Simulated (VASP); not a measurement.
## NiSb: relaxation of shape and atoms at fixed volume with PBE

Crystal: NiSb.

```xyz
4
Lattice="4.0536 0.0000 0.0000 -2.0268 3.5106 0.0000 0.0000 0.0000 5.2580" Properties=species:S:1:pos:R:3 pbc="T T T"
Ni    0.0000    0.0000    0.0000
Ni    0.0000    0.0000    2.6290
Sb    0.0000    2.3404    1.3145
Sb    2.0268    1.1702    3.9435
```

This cell differs from its parent crystal: volume scaled by 1.06.

* Program: VASP 6.6.1
* Task: relaxation of shape and atoms at fixed volume
* Functional: PBE
* Potentials or basis: VASP PAW PBE potentials, release 64 (Ni, Sb)
* Cutoff: 600 eV
* k mesh: 12 × 12 × 8
* Occupations: gaussian, width 0.1 eV
* Spin: no spin polarisation
* Dipole correction: no
* Further INCAR settings: ALGO = Normal; EDIFF = 1e-06; IBRION = 2; EDIFFG = -0.01; NSW = 50; ISIF = 4

```json
{
  "Energy gained by relaxing": "0.0 meV/atom",
  "Ionic steps": "2",
  "Pressure after relaxing": "-5.7 GPa",
  "Band gap on the k mesh": "zero (band 15 reaches 10.66 eV, above the bottom of band 16 at 7.67 eV)"
}
```

Stress tensor (GPa, compression positive):
```
-5.75  0.00  0.00
 0.00 -5.75  0.00
 0.00  0.00 -5.65
```

Final structure:
```
Ni Sb
1.0
     4.05199    0.00000    0.00000
    -2.02600    3.50913    0.00000
     0.00000    0.00000    5.26225
Ni Sb
2 2
Direct
  0.00000 0.00000 0.00000
  0.00000 0.00000 0.50000
  0.33333 0.66667 0.25000
  0.66667 0.33333 0.75000
```

Levels at points of the mesh, in eV from the Fermi level:
```tsv
k point	band 11	band 12	band 13	band 14	band 15	band 16	band 17	band 18	band 19
(0.00, 0.00, 0.00)	-1.12	-1.12	0.02	0.56	0.56	2.27	2.27	3.05	3.65
(0.50, 0.00, 0.00)	-1.78	-1.59	-1.36	-1.18	-1.11	-0.44	1.08	3.41	3.61
(0.00, 0.00, 0.50)	-1.78	-1.78	0.05	0.05	1.90	1.90	1.90	1.90	4.90
(0.50, 0.00, 0.50)	-1.63	-1.63	-1.54	-1.54	0.25	0.25	1.46	1.46	4.94
```

It took 72 s on 1 thread of Intel(R) Xeon(R) 6975P-C (Granite Rapids) (shared host), peak memory 0.31 GiB.

Caveat: spin-orbit coupling is left out, which moves the levels of the heavy elements. Spin polarisation is off, so any magnetic state and its effect on volume and gap are missing.
